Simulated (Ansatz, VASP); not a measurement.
**One calculation of Mo, two programs**

File POSCAR:

```
Mo
1.0
   -1.5945650000      1.5945650000      1.6181300000
    1.5945650000     -1.5945650000      1.6181300000
    1.5945650000      1.5945650000     -1.6181300000
Mo
1
Direct
    0.0000000000      0.0000000000      0.0000000000
```

The input INCAR.step1:

```
PREC = Accurate
ENCUT = 520
ISMEAR = 0
SIGMA = 0.15
LREAL = False
LASPH = True
NELM = 60
NBANDS = 13
GGA = PE
ALGO = Normal
EDIFF = 1E-4
LWAVE = True
LCHARG = False
```

The input INCAR.step2:

```
PREC = Accurate
ENCUT = 520
EDIFF = 1E-7
ISMEAR = 0
SIGMA = 0.15
LREAL = False
LASPH = True
NELM = 60
ALGO = Normal
ISIF = 2
LWAVE = False
LCHARG = True
METAGGA = R2SCAN
LMIXTAU = True
LELF = True
LVHAR = True
NBANDS = 13
ISTART = 1
```

File KPOINTS:

```
Automatic mesh
0
Gamma
  22 22 22
```

Input for Ansatz:

```yaml
crystal:
  lattice:
    - [-1.594565, 1.594565, 1.61813]
    - [1.594565, -1.594565, 1.61813]
    - [1.594565, 1.594565, -1.61813]
  atoms:
    - { symbol: Mo, position: [0.0, 0.0, 0.0] }
basis:
  ecutwfc: 500
kpoints:
  mp_grid: { grid: [22, 22, 22] }
hamiltonian:
  xc: r2scan
scf:
  occupations: { method: gaussian, width: 0.15 }
output:
  forces: true
  stress: true
  eigenvalues: true
```

Change from the starting cell: strain +0.015 along x and y, +0.030 along z, atoms carried along.

Alike in both runs: task single point; functional r2SCAN; k mesh 22 × 22 × 22; occupations gaussian, width 0.15 eV; no spin polarisation.

```csv
,VASP,Ansatz
version,VASP 6.6.1,Ansatz 0.2.0
potentials or method,"VASP PAW PBE potentials, release 64 (Mo_sv), cutoff 520 eV","scalar-relativistic, plane waves, PAW"
valence electrons in the cell,14,14
```

Ansatz gave:

* gap on the k mesh at the Fermi level (eV): none
* pressure (GPa): -12.4
* traceless stress, the component that is largest in VASP (GPa): -2.86

Which values does VASP return?

gap on the k mesh at the Fermi level (eV): none; pressure (GPa): -11.5; traceless stress, the component that is largest in VASP (GPa): -2.86.

VASP's potentials were made for PBE, not for r2SCAN. A gap of «none» marks a metal or a gap that the smearing closes.
